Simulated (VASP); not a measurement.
Here is a VASP 6.6.1 calculation.

Contents of POSCAR:

```
MgSe
1.0
    0.0000000000      2.7254991651      2.7254991651
    2.7254991651      0.0000000000      2.7254991651
    2.7254991651      2.7254991651      0.0000000000
Mg Se
1 1
Direct
    0.0000000000      0.0000000000      0.0000000000
    0.5000000000      0.5000000000      0.5000000000
```

File INCAR.step1:

```
SYSTEM = MgSe
PREC = Accurate
ENCUT = 660
ISMEAR = 0
SIGMA = 0.05
LREAL = .FALSE.
LASPH = .TRUE.
NELM = 120
NBANDS = 11
GGA = PE
ALGO = Normal
EDIFF = 1E-5
LWAVE = .TRUE.
LCHARG = .FALSE.
GGA_COMPAT = .FALSE.
```

Contents of INCAR.step2:

```
SYSTEM = MgSe
PREC = Accurate
ENCUT = 660
EDIFF = 1E-6
ISMEAR = 0
SIGMA = 0.05
LREAL = .FALSE.
LASPH = .TRUE.
NELM = 120
ALGO = Normal
ISIF = 2
LWAVE = .FALSE.
LCHARG = .FALSE.
METAGGA = R2SCAN
LMIXTAU = .TRUE.
NBANDS = 11
ISTART = 1
GGA_COMPAT = .FALSE.
```

The input KPOINTS:

```
regular mesh
0
G
  10 10 10
  0 0 0
```

Potentials or basis: VASP PAW PBE potentials, release 64 (Mg, Se).

Run with:

```bash
$ cat potpaw_PBE.64/Mg/POTCAR potpaw_PBE.64/Se/POTCAR > POTCAR
$ cp INCAR.step1 INCAR
$ mpirun -np 1 vasp_std > vasp.out
$ cp INCAR.step2 INCAR
$ mpirun -np 1 vasp_std > vasp.out
```

Q: What does it give for the band gap on the k mesh?

A: 2.46 eV, indirect (least direct gap 3.50 eV).

Q: What does it give for the pressure?

A: 0.5 GPa.

Caveat: the PAW data sets were made with another functional, which shifts forces and pressure a little. r2SCAN opens gaps a little over a GGA but as a rule still falls short of measured ones.
